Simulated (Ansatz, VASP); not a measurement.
## One calculation of P, two programs

```
CELL_PARAMETERS angstrom
1.72573 0.99635 3.03579
-1.72573 0.99635 3.03579
0.00000 -1.99270 3.03579
ATOMIC_POSITIONS crystal
P 0.22708 0.22708 0.22708
P 0.77292 0.77292 0.77292
```

Change from the starting cell: strain +0.000 along x and y, -0.030 along z, atoms carried along.

Alike in both runs: task single point; functional r2SCAN; k mesh 18 × 18 × 18; occupations gaussian, width 0.15 eV; no spin polarisation.

|  | VASP | Ansatz |
| --- | --- | --- |
| version | VASP 6.6.1 | Ansatz 0.2.0 |
| potentials or method | VASP PAW PBE potentials, release 64 (P), cutoff 520 eV | scalar-relativistic, plane waves, PAW |
| valence electrons in the cell | 10 | 10 |

|  | VASP | Ansatz | Ansatz less VASP |
| --- | --- | --- | --- |
| gap on the k mesh at the Fermi level (eV) | none | none | - |
| pressure (GPa) | 2.2 | 2.8 | +0.59 |
| traceless stress, the component that is largest in VASP (GPa) | 0.81 | 0.63 | -0.185 |
| rms of the force components (eV/Å) | 0.176 | 0.227 | +0.0513 |

VASP's potentials were made for PBE, not for r2SCAN. Atom by atom the forces differ by 0.051 eV/Å (rms over components). A gap of «none» marks a metal or a gap that the smearing closes.
